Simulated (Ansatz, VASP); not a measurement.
Al in VASP and in Ansatz

File INCAR:

```
SYSTEM = Al
PREC     = Accurate       ! precision mode
ENCUT    = 520            ! plane-wave cutoff, eV
EDIFF    = 1E-6           ! SCF threshold, eV
ISMEAR   = 0              ! smearing method
SIGMA    = 0.1            ! smearing width, eV
LREAL    = .FALSE.        ! projectors in reciprocal space
LASPH    = .TRUE.         ! aspherical terms in the spheres
NELM     = 80             ! most SCF steps
ALGO     = Normal         ! electronic algorithm
ISIF     = 2              ! what is computed and relaxed
LWAVE    = .FALSE.        ! write WAVECAR
LCHARG   = .FALSE.        ! write CHGCAR
LDIPOL   = .TRUE.       
IDIPOL   = 3            
DIPOL    = 0.5 0.5 0.500
GGA      = PE             ! functional
NBANDS   = 22             ! bands
```

KPOINTS

```
Automatic mesh
0
G
  12 12 1
  0 0 0
```

Contents of POSCAR:

```
Al
1.0
    2.8543223330      0.0000000000      0.0000000000
   -1.4271611665      2.4719156509      0.0000000000
    0.0000000000      0.0000000000     31.4205870243
Al
8
Direct
    0.3333333333      0.6666666667      0.2386970044
    0.0000000000      0.0000000000      0.3133550032
    0.6666666667      0.3333333333      0.3880130019
    0.0000000000      0.0000000000      0.4626710006
    0.3333333333      0.6666666667      0.5373289994
    0.0000000000      0.0000000000      0.6119869981
    0.6666666667      0.3333333333      0.6866449968
    0.0000000000      0.0000000000      0.7613029956
```

Input for Ansatz:

```yaml
crystal:
  lattice:
    - [2.854322333, 0.0, 0.0]
    - [-1.4271611665, 2.4719156509, 0.0]
    - [0.0, 0.0, 31.4205870243]
  atoms:
    - { symbol: Al, position: [0.3333333333, 0.6666666667, 0.2386970044] }
    - { symbol: Al, position: [0.0, 0.0, 0.3133550032] }
    - { symbol: Al, position: [0.6666666667, 0.3333333333, 0.3880130019] }
    - { symbol: Al, position: [0.0, 0.0, 0.4626710006] }
    - { symbol: Al, position: [0.3333333333, 0.6666666667, 0.5373289994] }
    - { symbol: Al, position: [0.0, 0.0, 0.6119869981] }
    - { symbol: Al, position: [0.6666666667, 0.3333333333, 0.6866449968] }
    - { symbol: Al, position: [0.0, 0.0, 0.7613029956] }
basis:
  ecutwfc: 420
kpoints:
  mp_grid: { grid: [12, 12, 1] }
hamiltonian:
  xc: pbe
scf:
  occupations: { method: gaussian, width: 0.1 }
output:
  forces: true
  stress: true
  eigenvalues: true
  write_density: true
  write_potential: true
  elf: true
  volumetric_format: npy
efield:
  axis: 3
  dipole_correction: true
  ramp_width: 0.04
```

Alike in both runs: task single point; functional PBE; k mesh 12 × 12 × 1; occupations gaussian, width 0.1 eV; no spin polarisation.

|  | VASP | Ansatz |
| --- | --- | --- |
| version | VASP 6.6.1 | Ansatz 0.2.0 |
| potentials or method | VASP PAW PBE potentials, release 64 (Al), cutoff 520 eV | scalar-relativistic, plane waves, PAW |
| valence electrons in the cell | 24 | 24 |

```tsv
	VASP	Ansatz	Ansatz less VASP
gap on the k mesh at the Fermi level (eV)	none	none	-
rms of the force components (eV/Å)	0.040	0.040	+0.0002
```

Atom by atom the forces differ by 0.000 eV/Å (rms over components). A gap of «none» marks a metal or a gap that the smearing closes. Ansatz's warnings: xc potential rough in thin density.
